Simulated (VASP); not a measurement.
# CrPdN2 (R-3m) in VASP: a series of runs, part 2 of 2

VASP 6.6.1.

## (3) Relaxation of cell and atoms, PBE, collinear spin, ferromagnetic start

This run uses another cell than the first one, of 10.36 Å³/atom.

The input, INCAR:

```
SYSTEM = CrPdN2
PREC = Accurate ; ENCUT = 600
EDIFF = 1E-7 ; ISMEAR = 0
SIGMA = 0.1 ; LREAL = .FALSE.
LASPH = .TRUE. ; NELM = 200
ALGO = Normal ; ISIF = 3
LWAVE = .FALSE. ; LCHARG = .FALSE.
ISPIN = 2 ; MAGMOM = 0.73 0 0 0
LORBIT = 11 ; LMAXMIX = 4
GGA = PE ; IBRION = 2
NSW = 80 ; EDIFFG = -0.001
GGA_COMPAT = .FALSE. ; NELMIN = 4
KPAR = 4
```

The input, KPOINTS:

```
regular mesh
0
G
  12 12 12
  0 0 0
```

The input, POSCAR:

```
CrPdN2
1.0
    1.3889602408      0.8019165689      6.2006160177
   -1.3889602408      0.8019165689      6.2006160177
    0.0000000000     -1.6038331378      6.2006160177
Cr Pd N
1 1 2
Direct
    0.0000000000      0.0000000000      0.0000000000
    0.5000000000      0.5000000000      0.5000000000
    0.3933221560      0.3933221560      0.3933221560
    0.6066778440      0.6066778440      0.6066778440
```

Potentials or basis: VASP PAW PBE potentials, release 64 (Cr_pv, Pd, N).

The run is started by

```
$ cat potpaw_PBE.64/Cr_pv/POTCAR potpaw_PBE.64/Pd/POTCAR potpaw_PBE.64/N/POTCAR > POTCAR
$ mpirun -np 4 vasp_std > vasp.out
```

OUTCAR:

```text
SYSTEM = CrPdN2
   PREC = Accurate
   ENCUT = 600
   EDIFF = 1E-7
   ISMEAR = 0
   LREAL = .FALSE.
   LASPH = .TRUE.
   NELM = 200
   ISIF = 3
   ISPIN = 2
   LORBIT = 11
   GGA = PE
   IBRION = 2
   NSW = 80
   EDIFFG = -0.001
   NELMIN = 4

 ion  position               nearest neighbor table
   1  0.000  0.000  0.000-   4 1.95   3 1.95   4 1.95   4 1.95   3 1.95   3 1.95
   2  0.500  0.500  0.500-   3 1.98   4 1.98
   3  0.393  0.393  0.393-   1 1.95   1 1.95   1 1.95   2 1.98
   4  0.607  0.607  0.607-   1 1.95   1 1.95   1 1.95   2 1.98

  LATTYP: Found a trigonal (rhomboedric) cell.
 ALAT       =     6.4046795184
 COS(alpha) =     0.9059378681

  Lattice vectors:

 A1 = (   1.3889602408,   0.8019165689,   6.2006160177)
 A2 = (  -1.3889602408,   0.8019165689,   6.2006160177)
 A3 = (   0.0000000000,  -1.6038331378,   6.2006160177)

Analysis of symmetry for initial positions (statically):
[... 444 lines left out ...]
 k-point     1 :       0.0000    0.0000    0.0000
  band No.  band energies     occupation
      1     -35.3828      1.00000
      2     -35.3828      1.00000
      3     -35.3192      1.00000
      4      -8.1476      1.00000
      5      -5.9228      1.00000
      6       0.6203      1.00000
[... 541 lines left out ...]
     19      10.3587      0.00000
     20      12.2441      0.00000

 [... further k-points ...]

 spin component 2

 k-point     1 :       0.0000    0.0000    0.0000
  band No.  band energies     occupation
      1     -35.3851      1.00000
      2     -35.3851      1.00000
      3     -35.3219      1.00000
      4      -8.1475      1.00000
      5      -5.9227      1.00000
      6       0.6198      1.00000
[... 574 lines left out ...]
  FREE ENERGIE OF THE ION-ELECTRON SYSTEM (eV)
  ---------------------------------------------------
  free  energy   TOTEN  =       -31.3245908546 eV

  energy  without entropy=      -31.3096311973  energy(sigma->0) =      -31.31711103

 reached required accuracy - stopping structural energy minimisation

 total charge

# of ion       s       p       d       tot
------------------------------------------
    1        0.400   6.519   4.243  11.162
    2        0.523   0.573   8.465   9.561
    3        1.274   2.387   0.000   3.661
    4        1.274   2.387   0.000   3.661
--------------------------------------------------
tot          3.470  11.867  12.708  28.044

 magnetization (x)

# of ion       s       p       d       tot
------------------------------------------
    1       -0.000  -0.000  -0.003  -0.003
    2       -0.000  -0.000  -0.000  -0.000
    3       -0.000   0.000   0.000   0.000
    4       -0.000   0.000   0.000   0.000
--------------------------------------------------
tot         -0.000   0.000  -0.003  -0.003
```

CONTCAR:

```text
CrPdN2
   1.00000000000000
     1.3819929487740032    0.7978940009735624    6.2157240643949283
    -1.3819929487740032    0.7978940009735624    6.2157240643949283
     0.0000000000000000   -1.5957880019471249    6.2157240643949283
  Cr              Pd              N
     1     1     2
Direct
     0.0000000000000000    0.0000000000000000    0.0000000000000000
     0.5000000000000000    0.5000000000000000    0.5000000000000000
     0.3935582808185262    0.3935582808185262    0.3935582808185262
     0.6064417191814737    0.6064417191814737    0.6064417191814737

  0.00000000E+00  0.00000000E+00  0.00000000E+00
  0.00000000E+00  0.00000000E+00  0.00000000E+00
  0.00000000E+00  0.00000000E+00  0.00000000E+00
  0.00000000E+00  0.00000000E+00  0.00000000E+00
```

Run time: 28 min. Hardware: 4 MPI ranks of AMD EPYC 9R45 (Zen 5), shared host; peak memory 0.82 GiB.

Results:

```
Free energy                                           : -31.3246 eV
Relaxed volume                                        : 10.28 Å³/atom
Relaxed cell                                          : a = 6.417 Å, b = 6.417 Å, c = 6.417 Å, α = 24.87°, β = 24.87°, γ = 24.87°
Space group after relaxing (to 0.1 Å)                 : R-3m (No. 166)
Energy gained by relaxing                             : 0.7 meV/atom
Ionic steps                                           : 7
Pressure after relaxing                               : 0.0 GPa
Band gap on the k mesh                                : zero (filled and empty bands overlap)
Net moment                                            : 0.00 μB per cell
Valence electrons inside the program's atomic spheres : Cr 11.16; Pd 9.56; N 3.66
```

Step by step:
```tsv
step	energy change (eV)	largest force (eV/Å)	pressure (GPa)	volume (Å³)
1	0.0000	0.0193	-1.21	41.44
2	-0.0017	0.1177	1.18	40.97
3	-0.0022	0.0873	0.44	41.11
4	-0.0026	0.0027	-0.30	41.15
5	-0.0027	0.0260	-0.07	41.14
6	-0.0027	0.0129	0.03	41.12
7	-0.0027	0.0003	0.00	41.12
```

Final structure:
```cif
data_structure
_symmetry_space_group_name_H-M 'P 1'
_symmetry_Int_Tables_number 1
_cell_length_a 6.4173
_cell_length_b 6.4173
_cell_length_c 6.4173
_cell_angle_alpha 24.873
_cell_angle_beta 24.873
_cell_angle_gamma 24.873
_cell_volume 41.12
loop_
_atom_site_label
_atom_site_type_symbol
_atom_site_fract_x
_atom_site_fract_y
_atom_site_fract_z
_atom_site_occupancy
Cr1 Cr 0.00000 0.00000 0.00000 1
Pd1 Pd 0.50000 0.50000 0.50000 1
N1 N 0.39356 0.39356 0.39356 1
N2 N 0.60644 0.60644 0.60644 1
```

Caveat: the moments typed at the start vanished in this run. With open d or f shells a metallic result of PBE can be an artefact of self-interaction; +U or a hybrid may open a gap.
